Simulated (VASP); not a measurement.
# Al in VASP: a series of runs

Aim: see how the results for Al move with the level of theory and the settings. Levels: PBEsol, r2SCAN. Tasks: single point.

Everything below comes from runs of VASP 6.6.1. Logs are shortened: lines on timing, memory, paths and dates and some standing lists are left out, and cuts for length are marked.

## Step 1: The cell of the first run

The cell holds a slab with vacuum, 3 atoms: a = 2.823 Å, b = 2.823 Å, c = 17.992 Å, α = 90.00°, β = 90.00°, γ = 90.00°.

## Step 2: Single point, PBEsol

INCAR reads:

```
ALGO = Normal
DIPOL = 0.5 0.5 0.503
EDIFF = 1E-6
ENCUT = 400
GGA = PS
GGA_COMPAT = F
IDIPOL = 3
ISIF = 2
ISMEAR = 0
LASPH = T
LCHARG = F
LDIPOL = T
LREAL = F
LWAVE = F
NBANDS = 12
NELM = 120
NELMDL = -8
PREC = Accurate
SIGMA = 0.1
```

KPOINTS reads:

```
k-points
0
Gamma
  10 10 1
```

POSCAR reads:

```
Al
1.0
    2.8227735241      0.0000000000      0.0000000000
    0.0000000000      2.8227735241      0.0000000000
    0.0000000000      0.0000000000     17.9920046013
Al
3
Direct
    0.5000000000      0.5000000000      0.3890617057
    0.0000000000      0.0000000000      0.5030041614
    0.5000000000      0.5000000000      0.6169794614
```

Potentials or basis: VASP PAW PBE potentials, release 64 (Al).

Started as:

```sh
$ cat potpaw_PBE.64/Al/POTCAR > POTCAR
$ mpirun -np 1 vasp_std > vasp.out
```

OUTCAR:

```text
EDIFF = 1E-6
   ENCUT = 400
   GGA = PS
   ISIF = 2
   ISMEAR = 0
   LASPH = T
   LREAL = F
   NELM = 120
   NELMDL = -8
   PREC = Accurate

 ion  position               nearest neighbor table
   1  0.500  0.500  0.389-   2 2.86   2 2.86   2 2.86   2 2.86
   2  0.000  0.000  0.503-   1 2.86   1 2.86   1 2.86   1 2.86   3 2.86   3 2.86   3 2.86   3 2.86

   3  0.500  0.500  0.617-   2 2.86   2 2.86   2 2.86   2 2.86

  LATTYP: Found a simple tetragonal cell.
 ALAT       =     2.8227735241
 C/A-ratio  =     6.3738746476

  Lattice vectors:

 A1 = (   2.8227735241,   0.0000000000,   0.0000000000)
 A2 = (   0.0000000000,   2.8227735241,   0.0000000000)
 A3 = (   0.0000000000,   0.0000000000,  17.9920046013)

Analysis of symmetry for initial positions (statically):
=====================================================================
 Subroutine PRICEL returns:
 Original cell was already a primitive cell.

 Routine SETGRP: Setting up the symmetry group for a
 simple tetragonal supercell.

 Subroutine GETGRP returns: Found  8 space group operations
 (whereof  8 operations were pure point group operations)
 out of a pool of 16 trial point group operations.

The static configuration has the point symmetry C_4v.

Analysis of symmetry for dynamics (positions and initial velocities):
=====================================================================
 Subroutine PRICEL returns:
 Original cell was already a primitive cell.

 Routine SETGRP: Setting up the symmetry group for a
 simple tetragonal supercell.

 Subroutine GETGRP returns: Found  8 space group operations
 (whereof  8 operations were pure point group operations)
 out of a pool of 16 trial point group operations.

The dynamic configuration has the point symmetry C_4v.

 Subroutine INISYM returns: Found  8 space group operations
 (whereof  8 operations are pure point group operations),
 and found     1 'primitive' translations

----------------------------------------------------------------------------------------

                                     Primitive cell

  volume of cell :     143.3612

  direct lattice vectors                    reciprocal lattice vectors
     2.822773524  0.000000000  0.000000000     0.354261506  0.000000000  0.000000000
     0.000000000  2.822773524  0.000000000     0.000000000  0.354261506  0.000000000
     0.000000000  0.000000000 17.992004601     0.000000000  0.000000000  0.055580244

  length of vectors
     2.822773524  2.822773524 17.992004601     0.354261506  0.354261506  0.055580244

  position of ions in fractional coordinates (direct lattice)
     0.500000000  0.500000000  0.389061706
     0.000000000  0.000000000  0.503004161
     0.500000000  0.500000000  0.616979461

  ion indices of the primitive-cell ions
   primitive index   ion index
                 1           1
                 2           2
                 3           3

----------------------------------------------------------------------------------------

 KPOINTS: k-points

Automatic generation of k-mesh.
 Grid dimensions read from file:
 generate k-points for:   10   10    1

 Generating k-lattice:

  Cartesian coordinates                     Fractional coordinates (reciprocal lattice)
     0.035426151  0.000000000  0.000000000     0.100000000  0.000000000  0.000000000
     0.000000000  0.035426151  0.000000000     0.000000000  0.100000000  0.000000000
     0.000000000  0.000000000  0.055580244     0.000000000  0.000000000  1.000000000

  Length of vectors
     0.035426151  0.035426151  0.055580244

  Shift w.r.t. Gamma in fractional coordinates (k-lattice)
     0.000000000  0.000000000  0.000000000

 Subroutine IBZKPT returns following result:
 ===========================================

 Found     21 irreducible k-points:

 Following reciprocal coordinates:
            Coordinates               Weight
  0.000000  0.000000  0.000000      1.000000
  0.100000  0.000000  0.000000      4.000000
  0.200000  0.000000  0.000000      4.000000
  0.300000  0.000000  0.000000      4.000000
  0.400000  0.000000  0.000000      4.000000
  0.500000  0.000000  0.000000      2.000000
[... 13 lines left out ...]
  0.500000  0.400000  0.000000      4.000000
  0.500000  0.500000  0.000000      1.000000
   k-points           NKPTS =     21   k-points in BZ     NKDIM =     21   number of bands    NBANDS=     12
   number of dos      NEDOS =    301   number of ions     NIONS =      3
   total plane-waves  NPLWV =  38880
   dimension x,y,z NGX =    18 NGY =   18 NGZ =  120
   dimension x,y,z NGXF=    36 NGYF=   36 NGZF=  240
   ions per type =               3
   NGX,Y,Z   is equivalent  to a cutoff of  10.60, 10.60, 11.09 a.u.
   NGXF,Y,Z  is equivalent  to a cutoff of  21.20, 21.20, 22.18 a.u.
 SYSTEM =  unknown system
   PREC   = accura    normal or accurate (medium, high low for compatibility)
   ISTART =      0    job   : 0-new  1-cont  2-samecut
   ICHARG =      2    charge: 1-file 2-atom 10-const
   ISPIN  =      1    spin polarized calculation?
   LNONCOLLINEAR =      F non collinear calculations
   LSORBIT =      F    spin-orbit coupling
   LASPH  =      T    aspherical Exc in radial PAW
   ENCUT  =  400.0 eV  29.40 Ry    5.42 a.u.   4.60  4.60 29.34*2*pi/ulx,y,z
   NELM   =    120;   NELMIN=  2; NELMDL= -8     # of ELM steps
   EDIFF  = 0.1E-05   stopping-criterion for ELM
   LREAL  =      F    real-space projection
   EDIFFG = 0.1E-04   stopping-criterion for IOM
   NSW    =      0    number of steps for IOM
   IBRION =     -1    ionic relax: 0-MD 1-quasi-New 2-CG
   NFREE  =      0    steps in history (QN), initial steepest desc. (CG)
   ISIF   =      2    stress and relaxation
   ISYM   =      2    0-nonsym 1-usesym 2-fastsym
   POTIM  = 0.5000    time-step for ionic-motion
   TEBEG  =    0.0;   TEEND  =   0.0 temperature during run
   PSTRESS=    0.0 pullay stress
   NELECT =       9.0000    total number of electrons
   NUPDOWN=      -1.0000    fix difference up-down
   EMIN   =  10.00;   EMAX   =-10.00  energy-range for DOS
   EFERMI =   0.00;   METHOD = LEGACY
   ISMEAR =     0;   SIGMA  =   0.10  broadening in eV -4-tet -1-fermi 0-gaus
   EFERMI_NEDOS =   21; number of points for ismear=-14 and -15
   IALGO  =     38    algorithm
   IMIX   =      4    mixing-type and parameters
     AMIX     =   0.40;   BMIX     =  1.00
     AMIX_MAG =   1.60;   BMIX_MAG =  1.00
  volume/ion in A,a.u.               =      47.79       322.48
  Fermi-wavevector in a.u.,A,eV,Ry     =   0.650647  1.229544  5.759903  0.423341
  Thomas-Fermi vector in A             =   1.719992
   LORBIT       =      0    0 simple, 1 ext, 2 COOP (PROOUT), +10 PAW based schemes
   GGA     = PS    functional components
   LHFCALC =     F    Hartree Fock is set to
   AEXX    =    0.0000 exact exchange contribution
   IVDW    =     0    specifies the selected vdW correction
   LEPSILON=     F    determine dielectric tensor
   LRPA    =     F    only Hartree local field effects (RPA)
 non-spin polarized calculation
 Gauss-broadening in eV      SIGMA  =   0.10
  energy-cutoff  :      400.00
  volume of cell :      143.36
 maximum number of plane-waves:      2663
   NGX =  9   NGY =  9   NGZ = 59

 dipolmoment           0.000000      0.000000     -0.000017 electrons x Angstroem

 number of electron       9.0000000 magnetization

 dipolmoment           0.000000      0.000000      0.000016 electrons x Angstroem

 Free energy of the ion-electron system (eV)
  ---------------------------------------------------
  ext. energy  EPLUGINS =         0.00000000
  ---------------------------------------------------
  free energy    TOTEN  =       -11.23499819 eV

  energy without entropy =      -11.23012910  energy(sigma->0) =      -11.23256364

 E-fermi :  -0.1922     XC(G=0):  -4.5956

 val. band max:       -0.2164854005   @ k =   0.5000   0.2000   0.0000
 cond. band min:      -0.1779218287   @ k =   0.5000   0.5000   0.0000
 fundamental gap:      0.0385635718
 Fermi energy:        -0.1922415649

 k-point     1 :       0.0000    0.0000    0.0000
  band No.  band energies     occupation
      1     -10.5276      2.00000
      2      -8.3361      2.00000
      3      -5.0233      2.00000
      4      -2.0220      2.00000
      5       1.8234      0.00000
      6       3.8700      0.00000
      7       4.2934      0.00000
      8       6.0800      0.00000
      9       6.2626      0.00000
     10       6.3580      0.00000
     11       6.5425      0.00000
     12       6.5425      0.00000

 k-point     2 :       0.1000    0.0000    0.0000
  band No.  band energies     occupation
      1     -10.3428      2.00000
      2      -8.1533      2.00000
      3      -4.8416      2.00000
      4      -1.8493      2.00000
      5       1.9865      0.00000
      6       3.6209      0.00000
      7       4.0533      0.00000
      8       4.4852      0.00000
      9       5.6139      0.00000
     10       6.4424      0.00000
     11       6.5561      0.00000
     12       6.7008      0.00000

 k-point     3 :       0.2000    0.0000    0.0000
  band No.  band energies     occupation
      1      -9.7899      2.00000
      2      -7.6064      2.00000
      3      -4.2987      2.00000
      4      -1.3337      2.00000
      5       0.7908      0.00000
      6       2.5776      0.00000
      7       2.8869      0.00000
      8       4.6148      0.00000
      9       5.0323      0.00000
     10       6.0933      0.00000
     11       7.0149      0.00000
     12       7.0869      0.00000
[... 241 lines left out ...]
 k-point    20 :       0.5000    0.4000    0.0000
  band No.  band energies     occupation
      1      -3.2707      2.00000
      2      -3.1577      2.00000
      3      -1.1412      2.00000
      4      -1.1065      2.00000
      5       0.4574      0.00000
      6       0.7487      0.00000
      7       1.8309      0.00000
      8       2.3031      0.00000
      9       2.6067      0.00000
     10       2.7756      0.00000
     11       4.5842      0.00000
     12       5.1441      0.00000

 k-point    21 :       0.5000    0.5000    0.0000
  band No.  band energies     occupation
      1      -2.2056      2.00000
      2      -2.2056      2.00000
      3      -0.9373      2.00000
      4      -0.5322      2.00000
      5      -0.1779      0.83952
      6      -0.1779      0.83952
      7       1.3222      0.00000
      8       1.5506      0.00000
      9       2.9236      0.00000
     10       2.9236      0.00000
     11       3.8425      0.00000
     12       5.7341      0.00000

------------------------ aborting loop because EDIFF is reached ----------------------------------------

 vacuum level on the upper side and lower side of the slab       (xc-potential included)        -0.146        -0.140

  FORCE on cell =-STRESS in cart. coord.  units (eV):
  Direction    XX          YY          ZZ          XY          YZ          ZX
  --------------------------------------------------------------------------------------
  -------------------------------------------------------------------------------------
  Total       -1.6310583     -1.6310583      0.3322370      0.0000000     -0.0000000      0.0000000
  in kB      -18.2283957    -18.2283957      3.7130175      0.0000000     -0.0000000      0.0000000
  external PRESSURE =     -10.9145913 kB  Pullay stress =       0.0000000 kB

 VOLUME and BASIS-vectors are now :
 -----------------------------------------------------------------------------
  energy-cutoff  :      400.00
  volume of cell :      143.36
      direct lattice vectors                 reciprocal lattice vectors
     2.822773524  0.000000000  0.000000000     0.354261506  0.000000000  0.000000000
     0.000000000  2.822773524  0.000000000     0.000000000  0.354261506  0.000000000
     0.000000000  0.000000000 17.992004601     0.000000000  0.000000000  0.055580244

 POSITION                                       TOTAL-FORCE (eV/Angst)
 -----------------------------------------------------------------------------------
      1.41139      1.41139      7.00000         0.000000     -0.000000     -0.083603
      0.00000      0.00000      9.05005         0.000000      0.000000      0.001499
      1.41139      1.41139     11.10070         0.000000     -0.000000      0.082104
 -----------------------------------------------------------------------------------
    total drift:                               -0.000000     -0.000000      0.000017

  FREE ENERGIE OF THE ION-ELECTRON SYSTEM (eV)
  ---------------------------------------------------
  free  energy   TOTEN  =       -11.2349981882 eV

  energy  without entropy=      -11.2301291008  energy(sigma->0) =      -11.23256364

 vacuum level on the upper side and lower side of the slab         4.248         4.261
```

It took 52 s on 1 thread of Intel Xeon 8259CL, shared host; peak memory 0.18 GiB.

Results:

| Item | Value |
| --- | --- |
| Free energy | -11.2350 eV |
| Largest force | 0.084 eV/Å |
| Band gap on the k mesh | zero (an odd number of electrons rules out a gap without spin polarisation) |

Forces in eV/Å, atoms in the order of the input:
```
Al   0.000  0.000 -0.084
Al   0.000  0.000  0.001
Al   0.000  0.000  0.082
```

Caveat: the PAW data sets were made with another functional, which shifts forces and pressure a little.

[end of part 1 of 2]

The gap in the log of VASP goes by the Fermi energy; the results here count the filled bands.